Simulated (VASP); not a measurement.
# RbGe2Sb3 (P6/mmm) in VASP: notebook

The runs below take RbGe2Sb3 through single point, relaxation of cell and atoms, with PBE.

Program: VASP 6.6.1. These are calculated values, not measurements. Logs are shortened: lines on timing, memory, paths and dates and some standing lists are left out, and cuts for length are marked.

### 1 The cell of the first run

Symmetry: P6/mmm, No. 191, hexagonal system. Conventional cell: a = 7.183 Å, b = 7.183 Å, c = 4.154 Å, α = 90.00°, β = 90.00°, γ = 120.00°. Within 5.4 Å of Rb (site symmetry 6/mmm) lie 6 Ge at 4.15 Å and 12 Sb at 4.15 Å and 2 Rb at 4.15 Å. Within 3.9 Å of Ge (site symmetry -6m2) lie 6 Sb at 2.93 Å. Within 3.9 Å of Sb (site symmetry mmm) lie 4 Ge at 2.93 Å and 4 Sb at 3.59 Å.

### 2 Single point, PBE

The input, INCAR:

```
  PREC = Accurate
  ENCUT = 520
  EDIFF = 1E-7
  ISMEAR = 0
  SIGMA = 0.1
  LREAL = F
  LASPH = T
  NELM = 80
  ALGO = Normal
  ISIF = 2
  LWAVE = F
  LCHARG = F
  GGA = PE
  NBANDS = 35
```

The input, KPOINTS:

```
regular mesh
0
Gamma
  3 3 4
```

The input, POSCAR:

```
RbGe2Sb3
1.0
    7.1828026073      0.0000000000      0.0000000000
   -3.5914013037      6.2204895283      0.0000000000
    0.0000000000      0.0000000000      4.1544324092
Rb Ge Sb
1 2 3
Direct
    0.0000000000      0.0000000000      0.0000000000
    0.3333333333      0.6666666667      0.0000000000
    0.6666666667      0.3333333333      0.0000000000
    0.5000000000      0.0000000000      0.5000000000
    0.5000000000      0.5000000000      0.5000000000
    0.0000000000      0.5000000000      0.5000000000
```

Potentials or basis: VASP PAW PBE potentials, release 64 (Rb_sv, Ge_d, Sb).

Started as:

```sh
$ cat potpaw_PBE.64/Rb_sv/POTCAR potpaw_PBE.64/Ge_d/POTCAR potpaw_PBE.64/Sb/POTCAR > POTCAR
$ mpirun -np 1 vasp_std > vasp.out
```

OUTCAR:

```text
PREC = Accurate
   ENCUT = 520
   EDIFF = 1E-7
   ISMEAR = 0
   LREAL = F
   LASPH = T
   NELM = 80
   ISIF = 2
   GGA = PE

 ion  position               nearest neighbor table
   1  0.000  0.000  0.000-   2 4.15   3 4.15   3 4.15   2 4.15   3 4.15   2 4.15   5 4.15   5 4.15
                             5 4.15   5 4.15   4 4.15   4 4.15   4 4.15   4 4.15   6 4.15   6 4.15
   2  0.333  0.667  0.000-   6 2.93   6 2.93   4 2.93   4 2.93   5 2.93   5 2.93   1 4.15   1 4.15
                             1 4.15
   3  0.667  0.333  0.000-   6 2.93   6 2.93   4 2.93   4 2.93   5 2.93   5 2.93   1 4.15   1 4.15
                             1 4.15
   4  0.500  0.000  0.500-   2 2.93   3 2.93   2 2.93   3 2.93   6 3.59   6 3.59   5 3.59   5 3.59
                             1 4.15   1 4.15   1 4.15   1 4.15
   5  0.500  0.500  0.500-   2 2.93   3 2.93   2 2.93   3 2.93   6 3.59   6 3.59   4 3.59   4 3.59
                             1 4.15   1 4.15   1 4.15   1 4.15
   6  0.000  0.500  0.500-   2 2.93   3 2.93   2 2.93   3 2.93   4 3.59   4 3.59   5 3.59   5 3.59
                             1 4.15   1 4.15   1 4.15   1 4.15

  LATTYP: Found a hexagonal cell.
 ALAT       =     7.1828026073
 C/A-ratio  =     0.5783859917

  Lattice vectors:

 A1 = (   7.1828026073,   0.0000000000,   0.0000000000)
 A2 = (  -3.5914013037,   6.2204895283,   0.0000000000)
 A3 = (   0.0000000000,   0.0000000000,   4.1544324092)

Analysis of symmetry for initial positions (statically):
=====================================================================
 Subroutine PRICEL returns:
 Original cell was already a primitive cell.

 Routine SETGRP: Setting up the symmetry group for a
 hexagonal supercell.

 Subroutine GETGRP returns: Found 24 space group operations
 (whereof 24 operations were pure point group operations)
 out of a pool of 24 trial point group operations.

The static configuration has the point symmetry D_6h.

Analysis of symmetry for dynamics (positions and initial velocities):
=====================================================================
 Subroutine PRICEL returns:
 Original cell was already a primitive cell.

 Routine SETGRP: Setting up the symmetry group for a
 hexagonal supercell.

 Subroutine GETGRP returns: Found 24 space group operations
 (whereof 24 operations were pure point group operations)
 out of a pool of 24 trial point group operations.

The dynamic configuration has the point symmetry D_6h.

 Subroutine INISYM returns: Found 24 space group operations
 (whereof 24 operations are pure point group operations),
 and found     1 'primitive' translations

----------------------------------------------------------------------------------------

                                     Primitive cell

  volume of cell :     185.6223

  direct lattice vectors                    reciprocal lattice vectors
     7.182802607  0.000000000  0.000000000     0.139221423  0.080379526  0.000000000
    -3.591401304  6.220489528  0.000000000     0.000000000  0.160759052  0.000000000
     0.000000000  0.000000000  4.154432409     0.000000000  0.000000000  0.240706768

  length of vectors
     7.182802607  7.182802607  4.154432409     0.160759052  0.160759052  0.240706768

  position of ions in fractional coordinates (direct lattice)
     0.000000000  0.000000000  0.000000000
     0.333333333  0.666666667  0.000000000
     0.666666667  0.333333333  0.000000000
     0.500000000  0.000000000  0.500000000
     0.500000000  0.500000000  0.500000000
     0.000000000  0.500000000  0.500000000

  ion indices of the primitive-cell ions
   primitive index   ion index
                 1           1
                 2           2
                 3           3
                 4           4
                 5           5
                 6           6

----------------------------------------------------------------------------------------

 KPOINTS: regular mesh

Automatic generation of k-mesh.
 Grid dimensions read from file:
 generate k-points for:    3    3    4

 Generating k-lattice:

  Cartesian coordinates                     Fractional coordinates (reciprocal lattice)
     0.046407141  0.026793175  0.000000000     0.333333333  0.000000000  0.000000000
     0.000000000  0.053586351  0.000000000     0.000000000  0.333333333  0.000000000
     0.000000000  0.000000000  0.060176692     0.000000000  0.000000000  0.250000000

  Length of vectors
     0.053586351  0.053586351  0.060176692

  Shift w.r.t. Gamma in fractional coordinates (k-lattice)
     0.000000000  0.000000000  0.000000000

 Subroutine IBZKPT returns following result:
 ===========================================

 Found      9 irreducible k-points:

 Following reciprocal coordinates:
            Coordinates               Weight
  0.000000  0.000000  0.000000      1.000000
  0.333333  0.000000  0.000000      6.000000
  0.333333  0.333333  0.000000      2.000000
  0.000000  0.000000  0.250000      2.000000
[... 39 lines left out ...]
   EFERMI_NEDOS =   21; number of points for ismear=-14 and -15
   IALGO  =     38    algorithm
   IMIX   =      4    mixing-type and parameters
     AMIX     =   0.40;   BMIX     =  1.00
     AMIX_MAG =   1.60;   BMIX_MAG =  1.00
  volume/ion in A,a.u.               =      30.94       208.77
  Fermi-wavevector in a.u.,A,eV,Ry     =   1.071188  2.024253 15.611933  1.147445
  Thomas-Fermi vector in A             =   2.206921
   LORBIT       =      0    0 simple, 1 ext, 2 COOP (PROOUT), +10 PAW based schemes
   GGA     = PE    functional components
   LHFCALC =     F    Hartree Fock is set to
   AEXX    =    0.0000 exact exchange contribution
   IVDW    =     0    specifies the selected vdW correction
   LEPSILON=     F    determine dielectric tensor
   LRPA    =     F    only Hartree local field effects (RPA)
 non-spin polarized calculation
 Gauss-broadening in eV      SIGMA  =   0.10
  energy-cutoff  :      520.00
  volume of cell :      185.62
 maximum number of plane-waves:      5049
 NGX is ok and might be reduce to    54
   NGX = 27   NGY = 27   NGZ = 15

 number of electron      52.0000038 magnetization

 Free energy of the ion-electron system (eV)
  ---------------------------------------------------
  ext. energy  EPLUGINS =         0.00000000
  ---------------------------------------------------
  free energy    TOTEN  =       -22.16935292 eV

  energy without entropy =      -22.14287575  energy(sigma->0) =      -22.15611434

 E-fermi :   4.7557     XC(G=0):  -9.0523

 val. band max:        4.7137374885   @ k =   0.0000   0.0000   0.0000
 cond. band min:       4.7939983232   @ k =   0.3333   0.3333   0.2500
 fundamental gap:      0.0802608347
 Fermi energy:         4.7557222106

 k-point     1 :       0.0000    0.0000    0.0000
  band No.  band energies     occupation
      1     -22.8566      2.00000
      2     -19.8903      2.00000
      3     -19.8903      2.00000
      4     -19.8881      2.00000
      5     -19.8881      2.00000
      6     -19.8867      2.00000
[... 27 lines left out ...]
     34       9.5649      0.00000
     35       9.5764      0.00000

 k-point     2 :       0.3333    0.0000    0.0000
  band No.  band energies     occupation
      1     -22.8566      2.00000
      2     -19.8903      2.00000
      3     -19.8899      2.00000
      4     -19.8886      2.00000
      5     -19.8881      2.00000
      6     -19.8871      2.00000
[... 27 lines left out ...]
     34       9.0717      0.00000
     35       9.6841      0.00000

 k-point     3 :       0.3333    0.3333    0.0000
  band No.  band energies     occupation
      1     -22.8565      2.00000
      2     -19.8904      2.00000
      3     -19.8892      2.00000
      4     -19.8892      2.00000
      5     -19.8881      2.00000
      6     -19.8874      2.00000
[... 27 lines left out ...]
     34       8.3557      0.00000
     35       9.1396      0.00000
[... 153 lines left out ...]
 k-point     8 :       0.3333    0.0000    0.5000
  band No.  band energies     occupation
      1     -22.8394      2.00000
      2     -19.8925      2.00000
      3     -19.8921      2.00000
      4     -19.8910      2.00000
      5     -19.8907      2.00000
      6     -19.8869      2.00000
[... 27 lines left out ...]
     34       9.6531      0.00000
     35      10.1343      0.00000

 k-point     9 :       0.3333    0.3333    0.5000
  band No.  band energies     occupation
      1     -22.8394      2.00000
      2     -19.8926      2.00000
      3     -19.8916      2.00000
      4     -19.8916      2.00000
      5     -19.8906      2.00000
      6     -19.8872      2.00000
[... 27 lines left out ...]
     34       8.6776      0.00000
     35      10.8575      0.00000

------------------------ aborting loop because EDIFF is reached ----------------------------------------

  FORCE on cell =-STRESS in cart. coord.  units (eV):
  Direction    XX          YY          ZZ          XY          YZ          ZX
  --------------------------------------------------------------------------------------
  -------------------------------------------------------------------------------------
  Total        0.0972034      0.0972034      0.0051889     -0.0000000     -0.0000000      0.0000000
  in kB        0.8389994      0.8389994      0.0447876     -0.0000000     -0.0000000      0.0000000
  external PRESSURE =       0.5742621 kB  Pullay stress =       0.0000000 kB

 VOLUME and BASIS-vectors are now :
 -----------------------------------------------------------------------------
  energy-cutoff  :      520.00
  volume of cell :      185.62
      direct lattice vectors                 reciprocal lattice vectors
     7.182802607  0.000000000  0.000000000     0.139221423  0.080379526  0.000000000
    -3.591401304  6.220489528  0.000000000     0.000000000  0.160759052  0.000000000
     0.000000000  0.000000000  4.154432409     0.000000000  0.000000000  0.240706768

 POSITION                                       TOTAL-FORCE (eV/Angst)
 -----------------------------------------------------------------------------------
      0.00000      0.00000      0.00000         0.000000      0.000000      0.000000
     -0.00000      4.14699      0.00000         0.000000     -0.000000      0.000000
      3.59140      2.07350      0.00000        -0.000000      0.000000      0.000000
      3.59140      0.00000      2.07722        -0.000000      0.000000      0.000000
      1.79570      3.11024      2.07722         0.000000      0.000000      0.000000
     -1.79570      3.11024      2.07722         0.000000      0.000000      0.000000
 -----------------------------------------------------------------------------------
    total drift:                               -0.000000      0.000000     -0.000000

  FREE ENERGIE OF THE ION-ELECTRON SYSTEM (eV)
  ---------------------------------------------------
  free  energy   TOTEN  =       -22.1693529170 eV

  energy  without entropy=      -22.1428757543  energy(sigma->0) =      -22.15611434
```

It took 47 s on 1 thread of Intel Xeon 6975P-C (Granite Rapids), shared host; peak memory 0.31 GiB.

What came out:

```yaml
Free_energy: -22.1694 eV
Pressure: 0.1 GPa
Band_gap_on_the_k_mesh: zero (bands 26 and 27 overlap by 0.59 eV)
```

Caveat: the k points lie up to 0.38 Å⁻¹ apart, too coarse for converged energies and pressures of a metal; spin-orbit coupling is left out, which moves the levels of the heavy elements.

### 3 Relaxation of cell and atoms, PBE

This run uses another cell than the first one, of 26.22 Å³/atom.

The input, INCAR:

```
ALGO = Normal
EDIFF = 1E-6
EDIFFG = -0.04
ENCUT = 600
GGA = PE
IBRION = 2
ISIF = 3
ISMEAR = 0
LASPH = True
LCHARG = False
LREAL = False
LWAVE = False
NELM = 80
NSW = 90
PREC = Accurate
SIGMA = 0.1
```

The input, KPOINTS:

```
k-points
0
Gamma
  3 3 4
```

Changes to POSCAR since step 2:

```diff
@@ -2,5 +2,5 @@
 1.0
-    7.1828026073      0.0000000000      0.0000000000
-   -3.5914013037      6.2204895283      0.0000000000
-    0.0000000000      0.0000000000      4.1544324092
+    6.6815215544      0.0000000000      0.0000000000
+   -3.3407607772      5.7863674020      0.0000000000
+    0.0000000000      0.0000000000      4.0684979535
 Rb Ge Sb
```

Potentials or basis: VASP PAW PBE potentials, release 64 (Rb_sv, Ge_d, Sb).

Started as:

```sh
$ cat potpaw_PBE.64/Rb_sv/POTCAR potpaw_PBE.64/Ge_d/POTCAR potpaw_PBE.64/Sb/POTCAR > POTCAR
$ mpirun -np 1 vasp_std > vasp.out
```

Wall time 2.5 min (1 thread of Intel Xeon 6975P-C (Granite Rapids), shared host); peak memory 0.36 GiB.

The run converged. Its results:

```yaml
Free_energy: -22.1684 eV
Relaxed_volume: 31.03 Å³/atom
Relaxed_cell: a = 7.185 Å, b = 7.185 Å, c = 4.164 Å, α = 90.00°, β = 90.00°, γ = 120.00°
Space_group_after_relaxing_to_0.1_Å: P6/mmm (No. 191)
Energy_gained_by_relaxing: 116.5 meV/atom
Ionic_steps: 6
Pressure_after_relaxing: 0.0 GPa
Band_gap_on_the_k_mesh: zero (bands 26 and 27 overlap by 0.59 eV)
```

Stress tensor (GPa, compression positive):
```
 0.01  0.00  0.00
 0.00  0.01  0.00
 0.00  0.00 -0.15
```

Step by step:
```csv
step,energy change (eV),largest force (eV/Å),pressure (GPa),volume (Å³)
1,0.0000,0.0000,8.62,157.30
2,-0.6440,0.0000,-1.21,191.61
3,-0.6652,0.0000,-0.05,185.35
4,-0.6652,0.0000,-0.12,185.94
5,-0.6933,0.0000,-0.10,186.09
6,-0.6991,0.0000,-0.04,186.15
```

Final structure:
```
Rb Ge Sb
1.0
     7.18464    0.00000    0.00000
    -3.59232    6.22208    0.00000
     0.00000    0.00000    4.16421
Rb Ge Sb
1 2 3
Direct
  0.00000 0.00000 0.00000
  0.33333 0.66667 0.00000
  0.66667 0.33333 0.00000
  0.50000 0.00000 0.50000
  0.50000 0.50000 0.50000
  0.00000 0.50000 0.50000
```

Levels at points of the mesh, in eV from the Fermi level:
| k point | band 23 | band 24 | band 25 | band 26 | band 27 | band 28 | band 29 | band 30 |
| --- | --- | --- | --- | --- | --- | --- | --- | --- |
| (0.00, 0.00, 0.00) | -0.07 | 0.18 | 0.46 | 0.46 | 0.56 | 0.56 | 1.25 | 1.34 |
| (0.00, 0.00, 0.50) | -2.39 | -2.39 | -0.16 | -0.16 | 1.43 | 1.72 | 1.92 | 2.01 |

Caveat: the k points lie up to 0.38 Å⁻¹ apart in the final cell, too coarse for converged energies and pressures of a metal; the volume moved by over 15 % at a fixed basis, so the end points are rough; spin-orbit coupling is left out, which moves the levels of the heavy elements.

### 4 Single point, PBE

This run uses another cell than the first one, of 30.76 Å³/atom.

The input, INCAR:

```
SYSTEM = RbGe2Sb3
ALGO = Normal
EDIFF = 1E-7
ENCUT = 520
GGA = PE
ISIF = 2
ISMEAR = 0
LASPH = .TRUE.
LCHARG = .TRUE.
LELF = .TRUE.
LREAL = .FALSE.
LVHAR = .TRUE.
LWAVE = .FALSE.
NBANDS = 35
NELM = 60
PREC = Accurate
SIGMA = 0.1
```

The input, KPOINTS:

```
k-points
0
G
  6 6 10
  0 0 0
```

Changes to POSCAR since step 3:

```diff
@@ -2,5 +2,5 @@
 1.0
-    6.6815215544      0.0000000000      0.0000000000
-   -3.3407607772      5.7863674020      0.0000000000
-    0.0000000000      0.0000000000      4.0684979535
+    6.9496761442      0.0000000000      0.0000000000
+   -3.4748380721      6.0185960889      0.0000000000
+    0.0000000000      0.0000000000      4.4125394537
 Rb Ge Sb
```

Started as:

```sh
$ cat potpaw_PBE.64/Rb_sv/POTCAR potpaw_PBE.64/Ge_d/POTCAR potpaw_PBE.64/Sb/POTCAR > POTCAR
$ mpirun -np 1 vasp_std > vasp.out
```

It took 3.2 min on 1 thread of Intel Xeon 6975P-C (Granite Rapids), shared host; peak memory 0.46 GiB.

Results (log left out):

```yaml
Free_energy: -22.0933 eV
Pressure: 0.0 GPa
Band_gap_on_the_k_mesh: zero (bands 26 and 27 overlap by 1.66 eV)
```

Levels at points of the mesh, in eV from the Fermi level:
| k point | band 22 | band 23 | band 24 | band 25 | band 26 | band 27 | band 28 | band 29 | band 30 | band 31 |
| --- | --- | --- | --- | --- | --- | --- | --- | --- | --- | --- |
| (0.00, 0.00, 0.00) | -3.42 | -1.09 | -0.27 | 0.08 | 0.08 | 0.82 | 0.82 | 1.03 | 1.03 | 1.21 |
| (0.50, 0.00, 0.00) | -2.19 | -2.18 | -1.78 | -1.29 | -1.03 | 0.01 | 1.03 | 1.36 | 1.84 | 2.55 |
| (0.00, 0.00, 0.50) | -3.86 | -2.66 | -2.66 | -0.08 | -0.08 | 1.59 | 1.75 | 2.20 | 2.47 | 2.47 |
| (0.50, 0.00, 0.50) | -2.84 | -1.92 | -1.27 | -1.25 | -0.93 | -0.72 | 0.31 | 2.24 | 2.52 | 3.42 |

Caveat: spin-orbit coupling is left out, which moves the levels of the heavy elements.

### 5 Relaxation of cell and atoms, PBE

The input, INCAR:

```
PREC = Accurate
ENCUT = 600
EDIFF = 1E-6
ISMEAR = 0
SIGMA = 0.1
LREAL = F
LASPH = T
NELM = 60
ALGO = Normal
ISIF = 3
LWAVE = F
LCHARG = F
GGA = PE
IBRION = 2
NSW = 100
EDIFFG = -0.01
```

The input, KPOINTS:

```
Automatic mesh
0
Gamma
  6 6 10
```

Changes to POSCAR since step 4:

```diff
@@ -2,5 +2,5 @@
 1.0
-    6.9496761442      0.0000000000      0.0000000000
-   -3.4748380721      6.0185960889      0.0000000000
-    0.0000000000      0.0000000000      4.4125394537
+    7.1828026073      0.0000000000      0.0000000000
+   -3.5914013037      6.2204895283      0.0000000000
+    0.0000000000      0.0000000000      4.1544324092
 Rb Ge Sb
```

Started as:

```sh
$ cat potpaw_PBE.64/Rb_sv/POTCAR potpaw_PBE.64/Ge_d/POTCAR potpaw_PBE.64/Sb/POTCAR > POTCAR
$ mpirun -np 1 vasp_std > vasp.out
```

It took 20 min on 1 thread of Intel Xeon 6975P-C (Granite Rapids), shared host; peak memory 0.57 GiB.

Results (log left out):

- Free energy: -22.0938 eV
- Relaxed volume: 30.71 Å³/atom
- Relaxed cell: a = 6.935 Å, b = 6.935 Å, c = 4.424 Å, α = 90.00°, β = 90.00°, γ = 120.00°
- Space group after relaxing (to 0.1 Å): P6/mmm (No. 191)
- Energy gained by relaxing: 5.1 meV/atom
- Ionic steps: 11
- Pressure after relaxing: 0.0 GPa
- Band gap on the k mesh: zero (bands 26 and 27 overlap by 1.62 eV)

Step by step:
```tsv
step	energy change (eV)	largest force (eV/Å)	pressure (GPa)	volume (Å³)
1	0.0000	0.0000	0.19	185.62
2	-0.0089	0.0000	-0.10	186.62
3	-0.0122	0.0000	-0.44	187.93
4	-0.0174	0.0000	-0.04	185.79
5	-0.0180	0.0000	0.07	185.08
6	-0.0180	0.0000	0.37	183.65
7	-0.0182	0.0000	0.19	184.49
8	-0.0214	0.0000	0.20	184.47
9	-0.0301	0.0000	0.05	184.32
10	-0.0301	0.0000	0.00	184.22
11	-0.0304	0.0000	0.02	184.27
```

Final structure:
```
Rb Ge Sb
1.0
     6.93481    0.00000    0.00000
    -3.46741    6.00572    0.00000
     0.00000    0.00000    4.42438
Rb Ge Sb
1 2 3
Direct
  0.00000 0.00000 0.00000
  0.33333 0.66667 0.00000
  0.66667 0.33333 0.00000
  0.50000 0.00000 0.50000
  0.50000 0.50000 0.50000
  0.00000 0.50000 0.50000
```

Levels at points of the mesh, in eV from the Fermi level:
| k point | band 24 | band 25 | band 26 | band 27 | band 28 | band 29 |
| --- | --- | --- | --- | --- | --- | --- |
| (0.00, 0.00, 0.00) | -0.29 | 0.06 | 0.06 | 0.79 | 0.79 | 1.06 |
| (0.50, 0.00, 0.00) | -1.79 | -1.28 | -1.05 | -0.01 | 1.00 | 1.39 |
| (0.00, 0.00, 0.50) | -2.67 | -0.07 | -0.07 | 1.60 | 1.75 | 2.22 |
| (0.50, 0.00, 0.50) | -1.27 | -1.24 | -0.93 | -0.72 | 0.31 | 2.25 |

Caveat: spin-orbit coupling is left out, which moves the levels of the heavy elements.

### 6 Overview

| task | cell | k mesh | cutoff (eV) | gap on the mesh (eV) | pressure (GPa) | relaxed volume (Å³/atom) |
| --- | --- | --- | --- | --- | --- | --- |
| single point | a = 7.183, b = 7.183, c = 4.154 Å, angles 90.0, 90.0, 120.0°, 6 atoms | 3 × 3 × 4 | 520 | none | 0.1 | - |
| relaxation of cell and atoms | relaxed from a = 6.682, b = 6.682, c = 4.068 Å, angles 90.0, 90.0, 120.0°, 6 atoms | 3 × 3 × 4 | 600 | none | 0.0 | 31.03 |
| single point | a = 6.950, b = 6.950, c = 4.413 Å, angles 90.0, 90.0, 120.0°, 6 atoms | 6 × 6 × 10 | 520 | none | 0.0 | - |
| relaxation of cell and atoms | relaxed from a = 7.183, b = 7.183, c = 4.154 Å, angles 90.0, 90.0, 120.0°, 6 atoms | 6 × 6 × 10 | 600 | none | 0.0 | 30.71 |

Alike in all rows: level PBE; potentials or basis VASP PAW PBE potentials, release 64 (Rb_sv, Ge_d, Sb); no spin polarisation; smearing gaussian 0.1 eV.

Caveats: some runs use coarse meshes; spin-orbit coupling is left out, which moves the levels of the heavy elements; the volume moved by over 15 % at a fixed basis, so the end points are rough (at least some runs).

Absolute energies hang on the potentials; compare differences alone.

The gap in the log of VASP goes by the Fermi energy; the results here count the filled bands.